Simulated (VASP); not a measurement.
Wanted: the native input for a VASP 6.6.1 run.

* Task: single point
* Functional: PBE
* Potentials or basis: VASP PAW PBE potentials, release 64 (Si)
* Cutoff: 500 eV
* k mesh: 15 × 15 × 15
* Occupations: fermi-dirac, width 0.05 eV
* Spin: no spin polarisation
* Dipole correction: no
* Further INCAR settings: ALGO = Normal; EDIFF = 1e-06; NBANDS = 8

The structure of Si lies in POSCAR:

```
Si
1.0
    0.0000000000      1.6587916086      1.6587916086
    1.6587916086      0.0000000000      1.6587916086
    1.6587916086      1.6587916086      0.0000000000
Si
1
Direct
    0.0000000000      0.0000000000      0.0000000000
```

These files were run (other wordings do the same):

INCAR

```
PREC = Accurate ; ENCUT = 500
EDIFF = 1E-6 ; ISMEAR = -1
SIGMA = 0.05 ; LREAL = False
LASPH = True ; NELM = 120
ALGO = Normal ; ISIF = 2
LWAVE = False ; LCHARG = False
GGA = PE ; NBANDS = 8
GGA_COMPAT = False
```

KPOINTS

```
regular mesh
0
Gamma
  15 15 15
```

Potentials or basis: VASP PAW PBE potentials, release 64 (Si).

Run with:

```console
$ cat potpaw_PBE.64/Si/POTCAR > POTCAR
$ mpirun -np 1 vasp_std > vasp.out
```

Results of the run:

The pressure is 103.0 GPa and the band gap on the k mesh is zero (band 2 reaches 31.37 eV, above the bottom of band 3 at 14.36 eV).

Run time: 8.3 s on 1 thread of AMD EPYC 7R43 64-Core Processor (Zen 3), with other jobs on the host, peak memory 0.08 GiB.
